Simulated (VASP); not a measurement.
# Al5Rh (F-43m) in VASP: further runs, part 2 of 2

VASP 6.6.1.

## Step 3: Single point, PBE, collinear spin, ferromagnetic start

This run uses another cell than the first one, of 15.92 Å³/atom.

The input, INCAR:

```
PREC = Accurate
ENCUT = 520
EDIFF = 1E-7
ISMEAR = 0
SIGMA = 0.1
LREAL = F
LASPH = T
NELM = 150
ALGO = Fast
ISIF = 2
LWAVE = F
LCHARG = T
ISPIN = 2
MAGMOM = 0 0 0 0 0 1
LORBIT = 11
LMAXMIX = 4
GGA = PE
LELF = T
LVHAR = T
NBANDS = 28
```

The input, KPOINTS:

```
Automatic mesh
0
Gamma
  4 4 4
```

The input, POSCAR:

```
Al5Rh
1.0
    0.0000000000      3.6284966882      3.6284966882
    3.6284966882      0.0000000000      3.6284966882
    3.6284966882      3.6284966882      0.0000000000
Al Rh
5 1
Direct
    0.1248662808      0.6250445731      0.6250445731
    0.6250445731      0.1248662808      0.6250445731
    0.2500000000      0.2500000000      0.2500000000
    0.6250445731      0.6250445731      0.1248662808
    0.6250445731      0.6250445731      0.6250445731
    0.0000000000      0.0000000000      0.0000000000
```

Potentials or basis: VASP PAW PBE potentials, release 64 (Al, Rh_pv).

On the command line:

```sh
$ cat potpaw_PBE.64/Al/POTCAR potpaw_PBE.64/Rh_pv/POTCAR > POTCAR
$ mpirun -np 1 vasp_std > vasp.out
```

OUTCAR:

```text
PREC = Accurate
   ENCUT = 520
   EDIFF = 1E-7
   ISMEAR = 0
   LREAL = F
   LASPH = T
   NELM = 150
   ISIF = 2
   ISPIN = 2
   LORBIT = 11
   GGA = PE

 ion  position               nearest neighbor table
   1  0.125  0.625  0.625-   2 2.56   4 2.56   5 2.56   5 2.57   4 2.57   2 2.57   6 3.01   6 3.01
                             6 3.01   3 3.01   3 3.01   3 3.01
   2  0.625  0.125  0.625-   1 2.56   4 2.56   5 2.56   4 2.57   5 2.57   1 2.57   6 3.01   6 3.01
                             6 3.01   3 3.01   3 3.01   3 3.01
   3  0.250  0.250  0.250-   1 3.01   2 3.01   1 3.01   4 3.01   2 3.01   4 3.01   5 3.01   5 3.01
                             5 3.01   1 3.01   2 3.01   4 3.01   6 3.14   6 3.14   6 3.14   6 3.14
   4  0.625  0.625  0.125-   1 2.56   2 2.56   5 2.56   5 2.57   2 2.57   1 2.57   6 3.01   6 3.01
                             6 3.01   3 3.01   3 3.01   3 3.01
[... 710 lines left out ...]
      2.72105      4.53594      2.72105        -0.011929      0.011929     -0.011929
      1.81425      1.81425      1.81425         0.000000     -0.000000     -0.000000
      2.72105      2.72105      4.53594        -0.011929     -0.011929      0.011929
      4.53594      4.53594      4.53594         0.011929      0.011929      0.011929
      0.00000      0.00000      0.00000         0.000000      0.000000      0.000000
 -----------------------------------------------------------------------------------
    total drift:                                0.000000      0.000000      0.000000

  FREE ENERGIE OF THE ION-ELECTRON SYSTEM (eV)
  ---------------------------------------------------
  free  energy   TOTEN  =       -25.7255474342 eV

  energy  without entropy=      -25.6841526217  energy(sigma->0) =      -25.70485003

 total charge

# of ion       s       p       d       tot
------------------------------------------
    1        0.421   0.396   0.000   0.817
    2        0.421   0.396   0.000   0.817
    3        0.441   0.273   0.000   0.713
    4        0.421   0.396   0.000   0.817
    5        0.421   0.396   0.000   0.817
    6        0.263   6.162   7.192  13.618
--------------------------------------------------
tot          2.387   8.018   7.192  17.598

 magnetization (x)

# of ion       s       p       d       tot
------------------------------------------
    1        0.007   0.005   0.000   0.012
    2        0.007   0.005   0.000   0.012
    3        0.008   0.005   0.000   0.013
    4        0.007   0.005   0.000   0.012
    5        0.007   0.005   0.000   0.012
    6        0.004   0.000   0.127   0.132
--------------------------------------------------
tot          0.041   0.024   0.127   0.192
```

OSZICAR:

```text
N       E                     dE             d eps       ncg     rms          rms(c)
DAV:   1     0.107073211673E+03    0.10707E+03   -0.13944E+04  1008   0.918E+02
DAV:   2    -0.225912573404E+02   -0.12966E+03   -0.11987E+03  1044   0.204E+02
[... 10 lines left out ...]
RMM:  13    -0.257255480813E+02   -0.34379E-05   -0.35236E-05  1077   0.361E-02    0.226E-02
RMM:  14    -0.257255485977E+02   -0.51643E-06   -0.98739E-06  1100   0.189E-02    0.137E-02
RMM:  15    -0.257255480846E+02    0.51317E-06   -0.24666E-06  1122   0.816E-03    0.506E-03
RMM:  16    -0.257255476662E+02    0.41837E-06   -0.49330E-07   959   0.413E-03    0.207E-03
RMM:  17    -0.257255475259E+02    0.14026E-06   -0.15519E-07   706   0.222E-03    0.191E-03
RMM:  18    -0.257255474231E+02    0.10283E-06   -0.42088E-08   605   0.117E-03    0.483E-04
RMM:  19    -0.257255474342E+02   -0.11132E-07   -0.12057E-08   561   0.610E-04
   1 F= -.25725547E+02 E0= -.25704850E+02  d E =-.413948E-01  mag=     0.3295
```

Run time: 2.3 min. Hardware: 1 thread of Intel Xeon 8259CL, shared host; peak memory 0.29 GiB.

Results:

| Item | Value |
| --- | --- |
| Free energy | -25.7255 eV |
| Pressure | 0.3 GPa |
| Largest force | 0.021 eV/Å |
| Net moment | 0.33 μB per cell |
| Site moments | Al +0.01; Rh +0.13 μB |
| Valence electrons inside the program's atomic spheres | Al 0.82, 0.71 (each value once); Rh 13.62 |

Forces in eV/Å, atoms in the order of the input:
```
Al   0.012 -0.012 -0.012
Al  -0.012  0.012 -0.012
Al   0.000  0.000  0.000
Al  -0.012 -0.012  0.012
Al   0.012  0.012  0.012
Rh   0.000  0.000  0.000
```

Caveat: the k points lie up to 0.37 Å⁻¹ apart.

## Step 4: Single point, PBE

This run uses another cell than the first one, of 15.93 Å³/atom.

The input, INCAR:

```
SYSTEM = Al5Rh
  PREC = Accurate
  ENCUT = 520
  EDIFF = 1E-6
  ISMEAR = 0
  SIGMA = 0.1
  LREAL = .FALSE.
  LASPH = .TRUE.
  NELM = 80
  ALGO = Normal
  ISIF = 2
  LWAVE = .FALSE.
  LCHARG = .FALSE.
  GGA = PE
  NBANDS = 24
```

The input, KPOINTS:

```
Automatic mesh
0
G
  10 10 10
  0 0 0
```

The input, POSCAR:

```
Al5Rh
1.0
    0.0000000000      3.6288581224      3.6288581224
    3.6288581224      0.0000000000      3.6288581224
    3.6288581224      3.6288581224      0.0000000000
Al Rh
5 1
Direct
    0.1254857412      0.6248380863      0.6248380863
    0.6248380863      0.1254857412      0.6248380863
    0.2500000000      0.2500000000      0.2500000000
    0.6248380863      0.6248380863      0.1254857412
    0.6248380863      0.6248380863      0.6248380863
    0.0000000000      0.0000000000      0.0000000000
```

On the command line:

```sh
$ cat potpaw_PBE.64/Al/POTCAR potpaw_PBE.64/Rh_pv/POTCAR > POTCAR
$ mpirun -np 1 vasp_std > vasp.out
```

Wall time 3.2 min (1 thread of Intel Xeon 8259CL, shared host); peak memory 0.29 GiB.

It converged, with:

```
Free energy            : -25.7969 eV
Pressure               : 0.0 GPa
Largest force          : 0.006 eV/Å
Band gap on the k mesh : zero (bands 15 and 16 overlap by 2.34 eV)
```

Forces in eV/Å, atoms in the order of the input:
```
Al  -0.004  0.004  0.004
Al   0.004 -0.004  0.004
Al   0.000  0.000  0.000
Al   0.004  0.004 -0.004
Al  -0.004 -0.004 -0.004
Rh   0.000  0.000  0.000
```

Levels at points of the mesh, in eV from the Fermi level:
| k point | band 13 | band 14 | band 15 | band 16 | band 17 | band 18 |
| --- | --- | --- | --- | --- | --- | --- |
| (0.00, 0.00, 0.00) | -2.58 | -2.58 | 0.11 | 0.11 | 0.11 | 0.64 |
| (0.50, 0.00, 0.00) | -2.56 | -0.55 | -0.55 | -0.49 | 1.06 | 2.33 |
| (0.50, 0.50, 0.00) | -2.08 | -1.22 | 1.68 | 1.85 | 1.95 | 1.95 |

## Step 5: Relaxation of cell and atoms, PBE

This run uses another cell than the first one, of 15.92 Å³/atom.

The input, INCAR:

```
PREC = Accurate
ENCUT = 600
EDIFF = 1E-6
ISMEAR = 0
SIGMA = 0.1
LREAL = F
LASPH = T
NELM = 100
ALGO = Fast
ISIF = 3
LWAVE = F
LCHARG = F
GGA = PE
IBRION = 2
NSW = 100
EDIFFG = -0.01
```

The input, KPOINTS:

```
Automatic mesh
0
Gamma
  10 10 10
```

The input, POSCAR:

```
Al5Rh
1.0
    0.0000000000      3.6284966882      3.6284966882
    3.6284966882      0.0000000000      3.6284966882
    3.6284966882      3.6284966882      0.0000000000
Al Rh
5 1
Direct
    0.1248662808      0.6250445731      0.6250445731
    0.6250445731      0.1248662808      0.6250445731
    0.2500000000      0.2500000000      0.2500000000
    0.6250445731      0.6250445731      0.1248662808
    0.6250445731      0.6250445731      0.6250445731
    0.0000000000      0.0000000000      0.0000000000
```

On the command line:

```sh
$ cat potpaw_PBE.64/Al/POTCAR potpaw_PBE.64/Rh_pv/POTCAR > POTCAR
$ mpirun -np 1 vasp_std > vasp.out
```

Wall time 6.1 min (1 thread of Intel Xeon 8259CL, shared host); peak memory 0.33 GiB.

It converged, with:

| Item | Value |
| --- | --- |
| Free energy | -25.7971 eV |
| Relaxed volume | 15.93 Å³/atom |
| Relaxed cell | a = 5.132 Å, b = 5.132 Å, c = 5.132 Å, α = 60.00°, β = 60.00°, γ = 60.00° |
| Space group after relaxing (to 0.1 Å) | F-43m (No. 216) |
| Energy gained by relaxing | 0.1 meV/atom |
| Ionic steps | 3 |
| Pressure after relaxing | 0.0 GPa |
| Band gap on the k mesh | zero (bands 15 and 16 overlap by 2.34 eV) |

Step by step:
```
step  energy change (eV)  largest force (eV/Å)  pressure (GPa)  volume (Å³)
   1              0.0000                0.0896            0.03        95.55
   2             -0.0003                0.0487           -0.10        95.58
   3             -0.0005                0.0001           -0.04        95.57
```

Final structure:
```
Al Rh
1.0
     0.00000    3.62881    3.62881
     3.62881    0.00000    3.62881
     3.62881    3.62881    0.00000
Al Rh
5 1
Cartesian
  4.5347 2.7229 2.7229
  2.7229 4.5347 2.7229
  1.8144 1.8144 1.8144
  2.7229 2.7229 4.5347
  4.5347 4.5347 4.5347
  0.0000 0.0000 0.0000
```

Levels at points of the mesh, in eV from the Fermi level:
| k point | band 12 | band 13 | band 14 | band 15 | band 16 | band 17 | band 18 | band 19 |
| --- | --- | --- | --- | --- | --- | --- | --- | --- |
| (0.00, 0.00, 0.00) | -2.58 | -2.58 | -2.58 | 0.11 | 0.11 | 0.11 | 0.64 | 0.64 |
| (0.50, 0.00, 0.00) | -2.56 | -2.56 | -0.55 | -0.55 | -0.49 | 1.06 | 2.33 | 2.33 |
| (0.50, 0.50, 0.00) | -2.52 | -2.08 | -1.22 | 1.68 | 1.85 | 1.95 | 1.95 | 3.14 |

## Step 6: The runs side by side

```csv
task,spin,cell,k mesh,cutoff (eV),gap on the mesh (eV),pressure (GPa),relaxed volume (Å³/atom),largest force (eV/Å)
relaxation of cell and atoms,off,"relaxed from a = 4.976 Å, angles 60.0°, 6 atoms",4 × 4 × 4,600,none,0.0,15.97,0.01
single point,"collinear, ferromagnetic start","a = 5.131 Å, angles 60.0°, 6 atoms",4 × 4 × 4,520,none,0.3,-,0.02
single point,off,"a = 5.132 Å, angles 60.0°, 6 atoms",10 × 10 × 10,520,none,0.0,-,0.01
relaxation of cell and atoms,off,"relaxed from a = 5.131 Å, angles 60.0°, 6 atoms",10 × 10 × 10,600,none,0.0,15.93,-
```

Some of these runs hold the atoms at other places in the same cell, which the table doesn't show; runs alike in all that it shows share one row.

Alike in all rows: level PBE; potentials or basis VASP PAW PBE potentials, release 64 (Al, Rh_pv); smearing gaussian 0.1 eV.

Caveats: some runs use coarse meshes.

Total energies depend on the potentials used, so only differences within one code and one set of settings carry meaning.
